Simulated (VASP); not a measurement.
# ZrInS3 (P4/mmm) in VASP: a series of runs, part 3 of 3

VASP 6.6.1. Earlier steps stand in the parts before.

**6. Relaxation of cell and atoms, PBE**

INCAR reads:

```
PREC = Accurate
ENCUT = 600
EDIFF = 1E-7
ISMEAR = 0
SIGMA = 0.1
LREAL = False
LASPH = True
NELM = 100
ALGO = Normal
ISIF = 3
LWAVE = False
LCHARG = False
GGA = PE
IBRION = 2
NSW = 90
EDIFFG = -0.04
```

KPOINTS reads:

```
regular mesh
0
Gamma
  6 6 2
```

POSCAR reads:

```
ZrInS3
1.0
    3.4861900200      0.0000000000      0.0000000000
    0.0000000000      3.4861900200      0.0000000000
    0.0000000000      0.0000000000     10.6938816105
Zr In S
1 1 3
Direct
    0.5000000000      0.5000000000      0.0000000000
    0.5000000000      0.5000000000      0.5000000000
    0.0000000000      0.0000000000      0.1335029305
    0.0000000000      0.0000000000      0.8664970695
    0.0000000000      0.0000000000      0.5000000000
```

Potentials or basis: VASP PAW PBE potentials, release 64 (Zr_sv, In_d, S).

Started as:

```sh
$ cat potpaw_PBE.64/Zr_sv/POTCAR potpaw_PBE.64/In_d/POTCAR potpaw_PBE.64/S/POTCAR > POTCAR
$ mpirun -np 1 vasp_std > vasp.out
```

OUTCAR:

```text
PREC = Accurate
   ENCUT = 600
   EDIFF = 1E-7
   ISMEAR = 0
   LREAL = False
   LASPH = True
   NELM = 100
   ISIF = 3
   GGA = PE
   IBRION = 2
   NSW = 90
   EDIFFG = -0.04

 ion  position               nearest neighbor table
   1  0.500  0.500  0.000-   3 2.85   4 2.85   3 2.85   4 2.85   3 2.85   4 2.85   3 2.85   4 2.85

   2  0.500  0.500  0.500-   5 2.47   5 2.47   5 2.47   5 2.47
   3  0.000  0.000  0.134-   1 2.85   1 2.85   1 2.85   1 2.85
   4  0.000  0.000  0.866-   1 2.85   1 2.85   1 2.85   1 2.85
   5  0.000  0.000  0.500-   2 2.47   2 2.47   2 2.47   2 2.47

  LATTYP: Found a simple tetragonal cell.
 ALAT       =     3.4861900200
 C/A-ratio  =     3.0674981998

  Lattice vectors:

 A1 = (   3.4861900200,   0.0000000000,   0.0000000000)
 A2 = (   0.0000000000,   3.4861900200,   0.0000000000)
 A3 = (   0.0000000000,   0.0000000000,  10.6938816105)

Analysis of symmetry for initial positions (statically):
=====================================================================
 Subroutine PRICEL returns:
 Original cell was already a primitive cell.

 Routine SETGRP: Setting up the symmetry group for a
 simple tetragonal supercell.

 Subroutine GETGRP returns: Found 16 space group operations
 (whereof 16 operations were pure point group operations)
 out of a pool of 16 trial point group operations.

The static configuration has the point symmetry D_4h.

Analysis of symmetry for dynamics (positions and initial velocities):
=====================================================================
 Subroutine PRICEL returns:
 Original cell was already a primitive cell.

 Routine SETGRP: Setting up the symmetry group for a
 simple tetragonal supercell.

 Subroutine GETGRP returns: Found 16 space group operations
 (whereof 16 operations were pure point group operations)
 out of a pool of 16 trial point group operations.

[... 107 lines left out ...]
   ISIF   =      3    stress and relaxation
   ISYM   =      2    0-nonsym 1-usesym 2-fastsym
   POTIM  = 0.5000    time-step for ionic-motion
   TEBEG  =    0.0;   TEEND  =   0.0 temperature during run
   PSTRESS=    0.0 pullay stress
   NELECT =      43.0000    total number of electrons
   NUPDOWN=      -1.0000    fix difference up-down
   EMIN   =  10.00;   EMAX   =-10.00  energy-range for DOS
   EFERMI =   0.00;   METHOD = LEGACY
   ISMEAR =     0;   SIGMA  =   0.10  broadening in eV -4-tet -1-fermi 0-gaus
   EFERMI_NEDOS =   21; number of points for ismear=-14 and -15
   IALGO  =     38    algorithm
   IMIX   =      4    mixing-type and parameters
     AMIX     =   0.40;   BMIX     =  1.00
     AMIX_MAG =   1.60;   BMIX_MAG =  1.00
  volume/ion in A,a.u.               =      25.99       175.41
  Fermi-wavevector in a.u.,A,eV,Ry     =   1.132275  2.139689 17.443296  1.282046
  Thomas-Fermi vector in A             =   2.268975
   LORBIT       =      0    0 simple, 1 ext, 2 COOP (PROOUT), +10 PAW based schemes
   GGA     = PE    functional components
   LHFCALC =     F    Hartree Fock is set to
   AEXX    =    0.0000 exact exchange contribution
   IVDW    =     0    specifies the selected vdW correction
   LEPSILON=     F    determine dielectric tensor
   LRPA    =     F    only Hartree local field effects (RPA)
 conjugate gradient relaxation of ions
 non-spin polarized calculation
 Gauss-broadening in eV      SIGMA  =   0.10
  energy-cutoff  :      600.00
  volume of cell :      129.97
 maximum number of plane-waves:      4378
 NGX is ok and might be reduce to    28
   NGX = 13   NGY = 13   NGZ = 43

--------------------------------------- Ionic step        1  -------------------------------------------

 number of electron      43.0000011 magnetization

 Free energy of the ion-electron system (eV)
  ---------------------------------------------------
  ext. energy  EPLUGINS =         0.00000000
  ---------------------------------------------------
  free energy    TOTEN  =       -26.36768168 eV

  energy without entropy =      -26.35409694  energy(sigma->0) =      -26.36088931

------------------------ aborting loop because EDIFF is reached ----------------------------------------

  FORCE on cell =-STRESS in cart. coord.  units (eV):
  Direction    XX          YY          ZZ          XY          YZ          ZX
  --------------------------------------------------------------------------------------
  -------------------------------------------------------------------------------------
  Total        0.3453507      0.3453507      0.2756264      0.0000000     -0.0000000      0.0000000
  in kB        4.2572916      4.2572916      3.3977695      0.0000000     -0.0000000      0.0000000
  external PRESSURE =       3.9707842 kB  Pullay stress =       0.0000000 kB
[... 65 lines left out ...]
--------------------------------------- Ionic step        3  -------------------------------------------

 number of electron      43.0000010 magnetization

 Free energy of the ion-electron system (eV)
  ---------------------------------------------------
  ext. energy  EPLUGINS =         0.00000000
  ---------------------------------------------------
  free energy    TOTEN  =       -26.36867769 eV

  energy without entropy =      -26.35560647  energy(sigma->0) =      -26.36214208

 E-fermi :   4.8459     XC(G=0):  -8.8878

 val. band max:        4.8207139761   @ k =   0.1667   0.0000   0.5000
 cond. band min:       4.8886347142   @ k =   0.3333   0.0000   0.5000
 fundamental gap:      0.0679207381
 Fermi energy:         4.8459295735

 k-point     1 :       0.0000    0.0000    0.0000
  band No.  band energies     occupation
      1     -45.2195      2.00000
      2     -23.2647      2.00000
      3     -23.0036      2.00000
      4     -23.0036      2.00000
      5     -11.7154      2.00000
      6     -10.7826      2.00000
[... 581 lines left out ...]
  FREE ENERGIE OF THE ION-ELECTRON SYSTEM (eV)
  ---------------------------------------------------
  free  energy   TOTEN  =       -26.3686776861 eV

  energy  without entropy=      -26.3556064662  energy(sigma->0) =      -26.36214208

 reached required accuracy - stopping structural energy minimisation
```

It took 12 min on 1 thread of Intel Xeon 8259CL, shared host; peak memory 0.31 GiB.

Results:

- Free energy: -26.3687 eV
- Relaxed volume: 26.14 Å³/atom
- Relaxed cell: a = 3.493 Å, b = 3.493 Å, c = 10.711 Å, α = 90.00°, β = 90.00°, γ = 90.00°
- Space group after relaxing (to 0.1 Å): P4/mmm (No. 123)
- Energy gained by relaxing: 0.2 meV/atom
- Ionic steps: 3
- Pressure after relaxing: 0.0 GPa
- Largest force after relaxing: 0.007 eV/Å
- Band gap on the k mesh: zero (an odd number of electrons rules out a gap without spin polarisation)

Forces in eV/Å, atoms in the order of the input:
```
Zr   0.000  0.000  0.000
In   0.000  0.000  0.000
S    0.000  0.000  0.007
S    0.000  0.000 -0.007
S    0.000  0.000  0.000
```

The path:
| step | energy change (eV) | largest force (eV/Å) | pressure (GPa) | volume (Å³) |
| --- | --- | --- | --- | --- |
| 1 | 0.0000 | 0.0589 | 0.40 | 129.97 |
| 2 | -0.0005 | 0.0276 | -0.25 | 131.18 |
| 3 | -0.0010 | 0.0072 | 0.01 | 130.69 |

Final structure:
```
Zr In S
1.0
     3.49310    0.00000    0.00000
     0.00000    3.49310    0.00000
     0.00000    0.00000   10.71080
Zr In S
1 1 3
Direct
  0.50000 0.50000 0.00000
  0.50000 0.50000 0.50000
  0.00000 0.00000 0.13366
  0.00000 0.00000 0.86634
  0.00000 0.00000 0.50000
```

Caveat: spin-orbit coupling is left out, which moves the levels of the heavy elements; this functional lacks dispersion, which binds layers or chains, so the pressure and a relaxed spacing across them are unreliable.

**7. Single point, PBE, collinear spin**

This run uses another cell than the first one, of 26.33 Å³/atom.

INCAR reads:

```
SYSTEM = ZrInS3
PREC = Accurate
ENCUT = 520
EDIFF = 1E-7
ISMEAR = 0
SIGMA = 0.1
LREAL = .FALSE.
LASPH = .TRUE.
NELM = 150
ALGO = Normal
ISIF = 2
LWAVE = .FALSE.
LCHARG = .FALSE.
ISPIN = 2
MAGMOM = 1 0 0 0 0
LORBIT = 11
LMAXMIX = 4
GGA = PE
NBANDS = 34
```

KPOINTS reads:

```
Automatic mesh
0
G
  6 6 2
  0 0 0
```

POSCAR reads:

```
ZrInS3
1.0
    3.4940104042      0.0000000000      0.0000000000
    0.0000000000      3.4940104042      0.0000000000
    0.0000000000      0.0000000000     10.7820072389
Zr In S
1 1 3
Direct
    0.5000000000      0.5000000000      0.0000000000
    0.5000000000      0.5000000000      0.5000000000
    0.0000000000      0.0000000000      0.1328772403
    0.0000000000      0.0000000000      0.8671227597
    0.0000000000      0.0000000000      0.5000000000
```

Started as:

```sh
$ cat potpaw_PBE.64/Zr_sv/POTCAR potpaw_PBE.64/In_d/POTCAR potpaw_PBE.64/S/POTCAR > POTCAR
$ mpirun -np 1 vasp_std > vasp.out
```

Wall time 13 min (1 thread of Intel Xeon 8259CL, shared host); peak memory 0.36 GiB.

The run converged. Its results:

```yaml
Free_energy: -26.3688 eV
Pressure: -0.1 GPa
Net_moment: 0.00 μB per cell
Valence_electrons_inside_the_program's_atomic_spheres: Zr 9.47; In 11.47; S 3.67, 3.78 (each value once)
```

Stress tensor (GPa, compression positive):
```
-0.11  0.00  0.00
 0.00 -0.11  0.00
 0.00  0.00  0.02
```

Levels at points of the mesh, in eV from the Fermi level:
Spin up:
```tsv
k point	band 17	band 18	band 19	band 20	band 21	band 22	band 23	band 24	band 25	band 26
(0.00, 0.00, 0.00)	-1.75	-1.71	-1.71	-1.39	-1.30	-1.30	-0.57	1.41	1.98	3.56
(0.50, 0.00, 0.00)	-3.12	-2.52	-1.99	-0.83	-0.30	-0.16	0.65	1.34	2.41	2.54
(0.50, 0.50, 0.00)	-3.89	-3.66	-3.66	-3.54	-2.72	0.31	0.92	3.00	3.47	3.59
(0.00, 0.00, 0.50)	-1.86	-1.71	-1.71	-1.39	-1.30	-1.30	-0.69	1.44	1.98	3.29
(0.50, 0.00, 0.50)	-2.69	-2.52	-1.99	-0.98	-0.30	-0.29	0.79	1.34	2.27	2.63
(0.50, 0.50, 0.50)	-3.89	-3.66	-3.66	-3.63	-2.57	0.20	0.88	3.21	3.47	3.68
```
Spin down:
```csv
k point,band 19,band 20,band 21,band 22,band 23,band 24
"(0.00, 0.00, 0.00)",-1.71,-1.39,-1.30,-1.30,-0.57,1.41
"(0.50, 0.00, 0.00)",-1.99,-0.83,-0.30,-0.16,0.65,1.34
"(0.50, 0.50, 0.00)",-3.66,-3.54,-2.72,0.31,0.92,3.00
"(0.00, 0.00, 0.50)",-1.71,-1.39,-1.30,-1.30,-0.69,1.44
"(0.50, 0.00, 0.50)",-1.99,-0.98,-0.30,-0.29,0.79,1.34
"(0.50, 0.50, 0.50)",-3.66,-3.63,-2.57,0.20,0.88,3.21
```

Caveat: spin-orbit coupling is left out, which moves the levels of the heavy elements; this functional lacks dispersion, which binds layers or chains, so the pressure and a relaxed spacing across them are unreliable.

**8. Overview**

```tsv
task	spin	cell	k mesh	cutoff (eV)	gap on the mesh (eV)	pressure (GPa)	largest force (eV/Å)
single point	off	a = 3.486, b = 3.486, c = 10.694 Å, 5 atoms, atomic positions A	4 × 4 × 2	520	none	0.0	-
single point	off	a = 3.937, b = 3.937, c = 8.420 Å, 5 atoms, atomic positions B	4 × 4 × 2	520	none	8.6	10.81
single point	off	a = 3.494, b = 3.494, c = 10.782 Å, 5 atoms, atomic positions C	6 × 6 × 2	520	none	-0.1	-
single point	off	a = 3.489, b = 3.489, c = 10.794 Å, 5 atoms, atomic positions D	10 × 10 × 4	520	none	0.0	-
relaxation of cell and atoms	off	relaxed from a = 3.486, b = 3.486, c = 10.694 Å, 5 atoms, atomic positions A	6 × 6 × 2	600	none	0.0	0.01
single point	collinear	a = 3.494, b = 3.494, c = 10.782 Å, 5 atoms, atomic positions C	6 × 6 × 2	520	none	-0.1	-
```

Alike in all rows: level PBE; potentials or basis VASP PAW PBE potentials, release 64 (Zr_sv, In_d, S); smearing gaussian 0.1 eV.

Caveats: some runs use coarse meshes; spin-orbit coupling is left out, which moves the levels of the heavy elements; this functional lacks dispersion, which binds layers or chains, so the pressure and a relaxed spacing across them are unreliable (at least some runs); forces of over 1 eV/Å act on the atoms, so gaps and moduli don't describe the material at rest (at least some runs).

Total energies depend on the potentials used, so only differences within one code and one set of settings carry meaning.

The gap in the log of VASP goes by the Fermi energy; the results here count the filled bands.